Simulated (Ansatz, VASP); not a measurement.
## Two plane-wave programs on Al2Cu

```
Al Cu
1.0
    -2.06842    2.06842    2.82403
     2.06842   -2.06842    2.82403
     2.06842    2.06842   -2.82403
Al Cu
2 1
Direct
  0.75000 0.25000 0.50000
  0.25000 0.75000 0.50000
  0.50000 0.50000 0.00000
```

Change from the starting cell: strain +e along x and -e along y +0.0000, strain +e along z and -e/2 along x and y -0.0233.

Alike in both runs: task single point; functional PBE; k mesh 14 × 14 × 14; occupations gaussian, width 0.15 eV; no spin polarisation.

|  | VASP | Ansatz |
| --- | --- | --- |
| version | VASP 6.6.1 | Ansatz 0.2.0 |
| potentials or method | VASP PAW PBE potentials, release 64 (Al, Cu), cutoff 520 eV | scalar-relativistic, plane waves, PAW |
| valence electrons in the cell | 17 | 25 |

Ansatz gave:

* gap on the k mesh at the Fermi level (eV): none
* pressure (GPa): 0.1
* traceless stress, the component that is largest in VASP (GPa): 2.29

Q: What did VASP give for the same quantities?

A: gap on the k mesh at the Fermi level (eV): none; pressure (GPa): 0.3; traceless stress, the component that is largest in VASP (GPa): 2.26.

A gap of «none» marks a metal or a gap that the smearing closes. The functional is the same, so the differences come from potentials, cutoffs and numerics. VASP's potentials hold 17 valence electrons a cell and Ansatz's 25, so a difference there can come from the potentials and not from the codes.
